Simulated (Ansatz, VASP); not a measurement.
Pt in VASP and in Ansatz

```
Pt
1.0
     0.00000    1.97389    1.97389
     1.97389    0.00000    1.97389
     1.97389    1.97389    0.00000
Pt
1
Cartesian
  0.0000 0.0000 0.0000
```

Change from the starting cell: volume scaled by 1.02.

Alike in both runs: task single point; functional RPBE; k mesh 9 × 9 × 9; occupations fermi-dirac, width 0.02 eV; non-collinear spin, spin-orbit coupling.

|  | VASP | Ansatz |
| --- | --- | --- |
| version | VASP 6.6.1 | Ansatz 0.2.0 |
| potentials or method | VASP PAW PBE potentials, release 64 (Pt), cutoff 520 eV | all-electron LAPW, relativistic spinors |

```csv
,VASP,Ansatz,Ansatz less VASP
pressure (GPa),8.1,8.3,+0.16
net moment per atom (μB),0.00,0.00,0.000
```

VASP's potentials were made for PBE, not for RPBE. Ansatz ran all-electron here, and VASP with PAW potentials.

Noted on Ansatz's run: the k mesh is thin for a metal, which can move the energy by tens of meV per atom.
